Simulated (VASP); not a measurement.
# Sb (R-3m) in VASP: further runs

The runs below take Sb through electric field gradients, with LDA.

Program: VASP 6.6.1. These are calculated values, not measurements. Logs are shortened: lines on timing, memory, paths and dates and some standing lists are left out, and cuts for length are marked.

### 1 The cell of the first run

It takes space group R-3m (No. 166, trigonal). The conventional cell has a = 4.301 Å, b = 4.301 Å, c = 11.007 Å, α = 90.00°, β = 90.00°, γ = 120.00°. Within 3.8 Å of Sb (site symmetry 3m) lie 6 Sb at 2.89 to 3.31 Å.

### 2 Electric field gradients, LDA (zz strain of -2 %)

Input file INCAR:

```
PREC = Accurate
ENCUT = 520
EDIFF = 1E-8
ISMEAR = -1
SIGMA = 0.03
LREAL = F
LASPH = T
NELM = 80
ALGO = Normal
ISIF = 2
LWAVE = F
LCHARG = F
GGA = CA
LEFG = T
NBANDS = 12
```

Input file KPOINTS:

```
Automatic mesh
0
Gamma
  12 12 12
```

Input file POSCAR:

```
Sb
1.0
    2.1506003320      1.2416496806      3.6691200000
   -2.1506003320      1.2416496806      3.6691200000
    0.0000000000     -2.4832993611      3.6691200000
Sb
2
Direct
    0.2336400000      0.2336400000      0.2336400000
    0.7663600000      0.7663600000      0.7663600000
```

Potentials or basis: VASP PAW LDA potentials, release 64 (Sb).

Launch:

```sh
> cat potpaw_LDA.64/Sb/POTCAR > POTCAR
> mpirun -np 1 vasp_std > vasp.out
```

OUTCAR:

```text
PREC = Accurate
   ENCUT = 520
   EDIFF = 1E-8
   ISMEAR = -1
   LREAL = F
   LASPH = T
   NELM = 80
   ISIF = 2
   GGA = CA

 ion  position               nearest neighbor table
   1  0.234  0.234  0.234-   2 2.89   2 2.89   2 2.89   2 3.31   2 3.31   2 3.31
   2  0.766  0.766  0.766-   1 2.89   1 2.89   1 2.89   1 3.31   1 3.31   1 3.31

  LATTYP: Found a trigonal (rhomboedric) cell.
 ALAT       =     4.4304872522
 COS(alpha) =     0.5287553529

  Lattice vectors:

 A1 = (   2.1506003320,   1.2416496806,   3.6691200000)
 A2 = (  -2.1506003320,   1.2416496806,   3.6691200000)
 A3 = (   0.0000000000,  -2.4832993611,   3.6691200000)

Analysis of symmetry for initial positions (statically):
=====================================================================
 Subroutine PRICEL returns:
 Original cell was already a primitive cell.

 Routine SETGRP: Setting up the symmetry group for a
 trigonal (rhombohedral) supercell.

 Subroutine GETGRP returns: Found 12 space group operations
 (whereof 12 operations were pure point group operations)
 out of a pool of 12 trial point group operations.

The static configuration has the point symmetry D_3d.

Analysis of symmetry for dynamics (positions and initial velocities):
=====================================================================
 Subroutine PRICEL returns:
 Original cell was already a primitive cell.

 Routine SETGRP: Setting up the symmetry group for a
 trigonal (rhombohedral) supercell.

 Subroutine GETGRP returns: Found 12 space group operations
 (whereof 12 operations were pure point group operations)
 out of a pool of 12 trial point group operations.

The dynamic configuration has the point symmetry D_3d.

 Subroutine INISYM returns: Found 12 space group operations
 (whereof 12 operations are pure point group operations),
 and found     1 'primitive' translations

----------------------------------------------------------------------------------------

                                     Primitive cell

  volume of cell :      58.7857

  direct lattice vectors                    reciprocal lattice vectors
     2.150600332  1.241649681  3.669120000     0.232493222  0.134230024  0.090848305
    -2.150600332  1.241649681  3.669120000    -0.232493222  0.134230024  0.090848305
     0.000000000 -2.483299361  3.669120000     0.000000000 -0.268460048  0.090848305

  length of vectors
     4.430487252  4.430487252  4.430487252     0.283415264  0.283415264  0.283415264

  position of ions in fractional coordinates (direct lattice)
     0.233640000  0.233640000  0.233640000
     0.766360000  0.766360000  0.766360000

  ion indices of the primitive-cell ions
   primitive index   ion index
                 1           1
                 2           2

----------------------------------------------------------------------------------------

 KPOINTS: Automatic mesh

Automatic generation of k-mesh.
 Grid dimensions read from file:
 generate k-points for:   12   12   12

 Generating k-lattice:

  Cartesian coordinates                     Fractional coordinates (reciprocal lattice)
     0.019374435  0.011185835  0.007570692     0.083333333 -0.000000000 -0.000000000
    -0.019374435  0.011185835  0.007570692    -0.000000000  0.083333333 -0.000000000
     0.000000000 -0.022371671  0.007570692    -0.000000000 -0.000000000  0.083333333

  Length of vectors
     0.023617939  0.023617939  0.023617939

  Shift w.r.t. Gamma in fractional coordinates (k-lattice)
     0.000000000  0.000000000  0.000000000

 Subroutine IBZKPT returns following result:
 ===========================================

 Found    189 irreducible k-points:

 Following reciprocal coordinates:
            Coordinates               Weight
  0.000000  0.000000  0.000000      1.000000
  0.083333  0.000000  0.000000      6.000000
  0.166667  0.000000  0.000000      6.000000
  0.250000  0.000000  0.000000      6.000000
  0.333333 -0.000000  0.000000      6.000000
  0.416667 -0.000000  0.000000      6.000000
[... 16 lines left out ...]
  0.500000  0.166667  0.000000     12.000000
 -0.416667  0.166667  0.000000     12.000000
 [... further k-points ...]
   k-points           NKPTS =    189   k-points in BZ     NKDIM =    189   number of bands    NBANDS=     12
   number of dos      NEDOS =    301   number of ions     NIONS =      2
   total plane-waves  NPLWV =  46656
   dimension x,y,z NGX =    36 NGY =   36 NGZ =   36
   dimension x,y,z NGXF=    72 NGYF=   72 NGZF=   72
   ions per type =               2
   NGX,Y,Z   is equivalent  to a cutoff of  13.51, 13.51, 13.51 a.u.
   NGXF,Y,Z  is equivalent  to a cutoff of  27.02, 27.02, 27.02 a.u.
 SYSTEM =  unknown system
   PREC   = accura    normal or accurate (medium, high low for compatibility)
   ISTART =      0    job   : 0-new  1-cont  2-samecut
   ICHARG =      2    charge: 1-file 2-atom 10-const
   ISPIN  =      1    spin polarized calculation?
   LNONCOLLINEAR =      F non collinear calculations
   LSORBIT =      F    spin-orbit coupling
   LASPH  =      T    aspherical Exc in radial PAW
   ENCUT  =  520.0 eV  38.22 Ry    6.18 a.u.   8.24  8.24  8.24*2*pi/ulx,y,z
   NELM   =     80;   NELMIN=  2; NELMDL= -5     # of ELM steps
   EDIFF  = 0.1E-07   stopping-criterion for ELM
   LREAL  =      F    real-space projection
   EDIFFG = 0.1E-06   stopping-criterion for IOM
   NSW    =      0    number of steps for IOM
   IBRION =     -1    ionic relax: 0-MD 1-quasi-New 2-CG
   NFREE  =      0    steps in history (QN), initial steepest desc. (CG)
   ISIF   =      2    stress and relaxation
   ISYM   =      2    0-nonsym 1-usesym 2-fastsym
   POTIM  = 0.5000    time-step for ionic-motion
   TEBEG  =    0.0;   TEEND  =   0.0 temperature during run
   PSTRESS=    0.0 pullay stress
   NELECT =      10.0000    total number of electrons
   NUPDOWN=      -1.0000    fix difference up-down
   EMIN   =  10.00;   EMAX   =-10.00  energy-range for DOS
   EFERMI =   0.00;   METHOD = LEGACY
   ISMEAR =    -1;   SIGMA  =   0.03  broadening in eV -4-tet -1-fermi 0-gaus
   EFERMI_NEDOS =   21; number of points for ismear=-14 and -15
   IALGO  =     38    algorithm
   IMIX   =      4    mixing-type and parameters
     AMIX     =   0.40;   BMIX     =  1.00
     AMIX_MAG =   1.60;   BMIX_MAG =  1.00
  volume/ion in A,a.u.               =      29.39       198.35
  Fermi-wavevector in a.u.,A,eV,Ry     =   0.907091  1.714153 11.195065  0.822814
  Thomas-Fermi vector in A             =   2.030857
   LORBIT       =      0    0 simple, 1 ext, 2 COOP (PROOUT), +10 PAW based schemes
   GGA     = CA    functional components
   LHFCALC =     F    Hartree Fock is set to
   AEXX    =    0.0000 exact exchange contribution
   IVDW    =     0    specifies the selected vdW correction
   LEPSILON=     F    determine dielectric tensor
   LRPA    =     F    only Hartree local field effects (RPA)
 non-spin polarized calculation
  energy-cutoff  :      520.00
  volume of cell :       58.79
 maximum number of plane-waves:      1597
 NGX is ok and might be reduce to    36
   NGX = 17   NGY = 17   NGZ = 17

 number of electron      10.0000000 magnetization

 Free energy of the ion-electron system (eV)
  ---------------------------------------------------
  ext. energy  EPLUGINS =         0.00000000
  ---------------------------------------------------
  free energy    TOTEN  =        -9.62148795 eV

  energy without entropy =       -9.62122061  energy(sigma->0) =       -9.62135428

 E-fermi :   7.4121     XC(G=0):  -9.8333

 val. band max:        7.2915316954   @ k =   0.4167   0.0833   0.0833
 cond. band min:       7.4154507371   @ k =  -0.4167   0.5000   0.4167
 fundamental gap:      0.1239190416
 Fermi energy:         7.4121143306

 k-point     1 :       0.0000    0.0000    0.0000
  band No.  band energies     occupation
      1      -5.4574      2.00000
      2       2.7668      2.00000
      3       5.5268      2.00000
      4       5.5629      2.00000
      5       5.5629      2.00000
      6       9.5733      0.00000
      7      10.2172      0.00000
      8      10.2172      0.00000
      9      12.4576      0.00000
     10      12.4576      0.00000
     11      12.7577      0.00000
     12      13.9527      0.00000
[... 331 lines left out ...]
 k-point    24 :      -0.4167    0.1667    0.0000
  band No.  band energies     occupation
      1      -2.8860      2.00000
      2      -2.1382      2.00000
      3       3.6447      2.00000
      4       5.2661      2.00000
      5       5.7574      2.00000
      6       8.4761      0.00000
      7       8.8343      0.00000
      8      10.6222      0.00000
      9      13.9966      0.00000
     10      14.4753      0.00000
     11      15.0518      0.00000
     12      17.6981      0.00000

 [... further k-points ...]

------------------------ aborting loop because EDIFF is reached ----------------------------------------

  FORCE on cell =-STRESS in cart. coord.  units (eV):
  Direction    XX          YY          ZZ          XY          YZ          ZX
  --------------------------------------------------------------------------------------
  -------------------------------------------------------------------------------------
  Total        0.1697659      0.1697659      0.2216627      0.0000000      0.0000000      0.0000000
  in kB        4.6268897      4.6268897      6.0413119      0.0000000      0.0000000      0.0000000
  external PRESSURE =       5.0983638 kB  Pullay stress =       0.0000000 kB

 VOLUME and BASIS-vectors are now :
 -----------------------------------------------------------------------------
  energy-cutoff  :      520.00
  volume of cell :       58.79
      direct lattice vectors                 reciprocal lattice vectors
     2.150600332  1.241649681  3.669120000     0.232493222  0.134230024  0.090848305
    -2.150600332  1.241649681  3.669120000    -0.232493222  0.134230024  0.090848305
     0.000000000 -2.483299361  3.669120000     0.000000000 -0.268460048  0.090848305

 POSITION                                       TOTAL-FORCE (eV/Angst)
 -----------------------------------------------------------------------------------
      0.00000      0.00000      2.57176         0.000000      0.000000      0.274726
      0.00000      0.00000      8.43560         0.000000     -0.000000     -0.274726
 -----------------------------------------------------------------------------------
    total drift:                                0.000000     -0.000000      0.000000

  FREE ENERGIE OF THE ION-ELECTRON SYSTEM (eV)
  ---------------------------------------------------
  free  energy   TOTEN  =        -9.6214879536 eV

  energy  without entropy=       -9.6212206112  energy(sigma->0) =       -9.62135428

 Electric field gradients (V/A^2)
---------------------------------------------------------------------
 ion       V_xx      V_yy      V_zz      V_xy      V_xz      V_yz
---------------------------------------------------------------------
   1      24.782    24.782   -49.565    -0.000    -0.000    -0.000
   2      24.782    24.782   -49.565    -0.000     0.000    -0.000
---------------------------------------------------------------------

 Electric field gradients after diagonalization (V/A^2)
 (convention: |V_zz| > |V_xx| > |V_yy|)
----------------------------------------------------------------------
 ion       V_xx      V_yy      V_zz     asymmetry (V_yy - V_xx)/ V_zz
----------------------------------------------------------------------
   1      24.782    24.782   -49.565       0.000
   2      24.782    24.782   -49.565       0.000
----------------------------------------------------------------------

           NMR quadrupolar parameters

 Cq : quadrupolar parameter    Cq=e*Q*V_zz/h
 eta: asymmetry parameters     (V_yy - V_xx)/ V_zz
 Q  : nuclear electric quadrupole moment in mb (millibarn)
----------------------------------------------------------------------
 ion       Cq(MHz)       eta       Q (mb)
----------------------------------------------------------------------
   1      -0.120       0.000       1.000
   2      -0.120       0.000       1.000
----------------------------------------------------------------------
```

It took 2.9 min on 1 thread of Intel Xeon 8259CL, shared host; peak memory 0.25 GiB.

Results:

* Free energy: -9.6215 eV
* Pressure: 0.5 GPa
* Largest force: 0.275 eV/Å
* Band gap on the k mesh: zero (bands 5 and 6 overlap by 0.27 eV)
* Largest electric field gradient by atom: Sb -49.6 V/Å²

Forces on the atoms (eV/Å):
```
Sb   0.000  0.000  0.275
Sb   0.000  0.000 -0.275
```

Electric field gradients, principal values (V/Å²):
| atom | least | middle | greatest (by size) |
| --- | --- | --- | --- |
| 1 Sb | 24.782 | 24.782 | -49.565 |
| 2 Sb | 24.782 | 24.782 | -49.565 |

Caveat: the cell differs from its parent crystal (zz strain of -2 %); without QUAD_EFG the Cq values of the log hold for a quadrupole moment of 1 mb, not for the nuclei; spin-orbit coupling is left out, which moves the levels of the heavy elements.

### 3 Electric field gradients, LDA (zz strain of -1 %)

Input file INCAR:

```
PREC = Accurate ; ENCUT = 520
EDIFF = 1E-8 ; ISMEAR = -1
SIGMA = 0.03 ; LREAL = F
LASPH = T ; NELM = 100
ALGO = Normal ; ISIF = 2
LWAVE = F ; LCHARG = F
GGA = CA ; LEFG = T
NBANDS = 12
```

KPOINTS is that of step 2.

Input file POSCAR:

```
Sb
1.0
    2.1506003320      1.2416496806      3.7065600000
   -2.1506003320      1.2416496806      3.7065600000
    0.0000000000     -2.4832993611      3.7065600000
Sb
2
Direct
    0.2336400000      0.2336400000      0.2336400000
    0.7663600000      0.7663600000      0.7663600000
```

Potentials or basis: VASP PAW LDA potentials, release 64 (Sb).

Launch:

```sh
> cat potpaw_LDA.64/Sb/POTCAR > POTCAR
> mpirun -np 1 vasp_std > vasp.out
```

OUTCAR:

```text
PREC = Accurate
   ENCUT = 520
   EDIFF = 1E-8
   ISMEAR = -1
   LREAL = F
   LASPH = T
   NELM = 100
   ISIF = 2
   GGA = CA

 ion  position               nearest neighbor table
   1  0.234  0.234  0.234-   2 2.90   2 2.90   2 2.90   2 3.33   2 3.33   2 3.33
   2  0.766  0.766  0.766-   1 2.90   1 2.90   1 2.90   1 3.33   1 3.33   1 3.33

  LATTYP: Found a trigonal (rhomboedric) cell.
 ALAT       =     4.4615426425
 COS(alpha) =     0.5352928911

  Lattice vectors:

 A1 = (   2.1506003320,   1.2416496806,   3.7065600000)
 A2 = (  -2.1506003320,   1.2416496806,   3.7065600000)
 A3 = (   0.0000000000,  -2.4832993611,   3.7065600000)

Analysis of symmetry for initial positions (statically):
=====================================================================
 Subroutine PRICEL returns:
 Original cell was already a primitive cell.

 Routine SETGRP: Setting up the symmetry group for a
 trigonal (rhombohedral) supercell.

 Subroutine GETGRP returns: Found 12 space group operations
 (whereof 12 operations were pure point group operations)
 out of a pool of 12 trial point group operations.

The static configuration has the point symmetry D_3d.

Analysis of symmetry for dynamics (positions and initial velocities):
=====================================================================
 Subroutine PRICEL returns:
 Original cell was already a primitive cell.

 Routine SETGRP: Setting up the symmetry group for a
 trigonal (rhombohedral) supercell.

 Subroutine GETGRP returns: Found 12 space group operations
 (whereof 12 operations were pure point group operations)
 out of a pool of 12 trial point group operations.

[... 505 lines left out ...]
      4       5.1153      2.00000
      5       5.6351      2.00000
      6       8.3214      0.00000
      7       8.6571      0.00000
      8      10.4634      0.00000
      9      13.8620      0.00000
     10      14.3504      0.00000
     11      14.9431      0.00000
     12      17.4165      0.00000

 [... further k-points ...]

------------------------ aborting loop because EDIFF is reached ----------------------------------------

  FORCE on cell =-STRESS in cart. coord.  units (eV):
  Direction    XX          YY          ZZ          XY          YZ          ZX
  --------------------------------------------------------------------------------------
  -------------------------------------------------------------------------------------
  Total        0.0085468      0.0085468     -0.0621506     -0.0000000     -0.0000000      0.0000000
  in kB        0.2305863      0.2305863     -1.6767749     -0.0000000     -0.0000000      0.0000000
  external PRESSURE =      -0.4052007 kB  Pullay stress =       0.0000000 kB

 VOLUME and BASIS-vectors are now :
 -----------------------------------------------------------------------------
  energy-cutoff  :      520.00
  volume of cell :       59.39
      direct lattice vectors                 reciprocal lattice vectors
     2.150600332  1.241649681  3.706560000     0.232493222  0.134230024  0.089930645
    -2.150600332  1.241649681  3.706560000    -0.232493222  0.134230024  0.089930645
     0.000000000 -2.483299361  3.706560000     0.000000000 -0.268460048  0.089930645

 POSITION                                       TOTAL-FORCE (eV/Angst)
 -----------------------------------------------------------------------------------
      0.00000      0.00000      2.59800         0.000000      0.000000      0.208002
      0.00000      0.00000      8.52168         0.000000     -0.000000     -0.208002
 -----------------------------------------------------------------------------------
    total drift:                                0.000000     -0.000000      0.000000

  FREE ENERGIE OF THE ION-ELECTRON SYSTEM (eV)
  ---------------------------------------------------
  free  energy   TOTEN  =        -9.6223071576 eV

  energy  without entropy=       -9.6220115723  energy(sigma->0) =       -9.62215936

 Electric field gradients (V/A^2)
---------------------------------------------------------------------
 ion       V_xx      V_yy      V_zz      V_xy      V_xz      V_yz
---------------------------------------------------------------------
   1      23.085    23.085   -46.170     0.000    -0.000    -0.000
   2      23.085    23.085   -46.170     0.000    -0.000    -0.000
---------------------------------------------------------------------

 Electric field gradients after diagonalization (V/A^2)
 (convention: |V_zz| > |V_xx| > |V_yy|)
----------------------------------------------------------------------
 ion       V_xx      V_yy      V_zz     asymmetry (V_yy - V_xx)/ V_zz
----------------------------------------------------------------------
   1      23.085    23.085   -46.170       0.000
   2      23.085    23.085   -46.170       0.000
----------------------------------------------------------------------

           NMR quadrupolar parameters

 Cq : quadrupolar parameter    Cq=e*Q*V_zz/h
 eta: asymmetry parameters     (V_yy - V_xx)/ V_zz
 Q  : nuclear electric quadrupole moment in mb (millibarn)
----------------------------------------------------------------------
 ion       Cq(MHz)       eta       Q (mb)
----------------------------------------------------------------------
   1      -0.112       0.000       1.000
   2      -0.112       0.000       1.000
----------------------------------------------------------------------
```

stdout:

```text
POSCAR found type information on POSCAR Sb
 POSCAR found :  1 types and       2 ions
 scaLAPACK will be used
 LDA part: xc-table for (Slater(with rela. corr.)+CA(PZ))
 , standard interpolation
 POSCAR, INCAR and KPOINTS ok, starting setup
 FFT: planning ... GRIDC
 FFT: planning ... GRID_SOFT
 FFT: planning ... GRID
 WAVECAR not read
 entering main loop
ion   1

ion   2
```

Wall time 2.8 min (1 thread of Intel Xeon 8259CL, shared host); peak memory 0.25 GiB.

What came out:

```
Free energy                             : -9.6223 eV
Pressure                                : 0.0 GPa
Largest force                           : 0.208 eV/Å
Band gap on the k mesh                  : zero (bands 5 and 6 overlap by 0.28 eV)
Largest electric field gradient by atom : Sb -46.2 V/Å²
```

Forces in eV/Å, atoms in the order of the input:
```
Sb   0.000  0.000  0.208
Sb   0.000  0.000 -0.208
```

Stress tensor (GPa, compression positive):
```
 0.02  0.00  0.00
 0.00  0.02  0.00
 0.00  0.00 -0.17
```

Levels at points of the mesh, in eV from the Fermi level:
```
           k point  band 3  band 4  band 5  band 6  band 7  band 8
(0.00, 0.00, 0.00)   -1.98   -1.83   -1.83    2.11    2.74    2.74
(0.50, 0.00, 0.00)   -1.93   -1.74   -0.24   -0.22    0.26    0.50
(0.50, 0.50, 0.00)   -5.49   -3.75   -3.73    1.51    5.04    5.57
(0.50, 0.50, 0.50)   -1.33   -1.33   -0.56    0.09    0.09    1.12
```

Electric field gradients, principal values (V/Å²):
| atom | least | middle | greatest (by size) |
| --- | --- | --- | --- |
| 1 Sb | 23.085 | 23.085 | -46.170 |
| 2 Sb | 23.085 | 23.085 | -46.170 |

Caveat: the cell differs from its parent crystal (zz strain of -1 %); without QUAD_EFG the Cq values of the log hold for a quadrupole moment of 1 mb, not for the nuclei; spin-orbit coupling is left out, which moves the levels of the heavy elements.
